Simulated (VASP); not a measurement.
Wanted: the native input for a VASP 6.6.1 run.

```
Task                   : single point
Functional             : PBEsol
Potentials or basis    : VASP PAW PBE potentials, release 64 (Pt)
Cutoff                 : 500 eV
k mesh                 : 7 × 7 × 7
Occupations            : fermi-dirac, width 0.1 eV
Spin                   : no spin polarisation
Dipole correction      : no
Further INCAR settings : ALGO = Normal; EDIFF = 1e-06; NBANDS = 11
```

The structure of Pt lies in POSCAR:

```
Pt
1.0
   -1.5597076193      1.5597076193      1.5597076193
    1.5597076193     -1.5597076193      1.5597076193
    1.5597076193      1.5597076193     -1.5597076193
Pt
1
Direct
    0.0000000000      0.0000000000      0.0000000000
```

One way to write it, as run:

INCAR

```
PREC = Accurate ; ENCUT = 500
EDIFF = 1E-6 ; ISMEAR = -1
SIGMA = 0.1 ; LREAL = False
LASPH = True ; NELM = 120
ALGO = Normal ; ISIF = 2
LWAVE = False ; LCHARG = True
GGA = PS ; LELF = True
LVHAR = True ; NBANDS = 11
GGA_COMPAT = False
```

KPOINTS

```
regular mesh
0
Gamma
  7 7 7
```

Potentials or basis: VASP PAW PBE potentials, release 64 (Pt).

Launch:

```console
$ cat potpaw_PBE.64/Pt/POTCAR > POTCAR
$ mpirun -np 1 vasp_std > vasp.out
```

Results of the run:

The pressure is -0.6 GPa and the band gap on the k mesh is zero (band 5 reaches 11.39 eV, above the bottom of band 6 at 9.69 eV).

Caveat: the k points lie up to 0.41 Å⁻¹ apart; the PAW data sets were made with another functional, which shifts forces and pressure a little; spin-orbit coupling is left out, which moves the levels of the heavy elements.

Wall time 1.9 s on 1 thread of Intel(R) Xeon(R) 6975P-C (Granite Rapids) (shared host), peak memory 0.12 GiB.
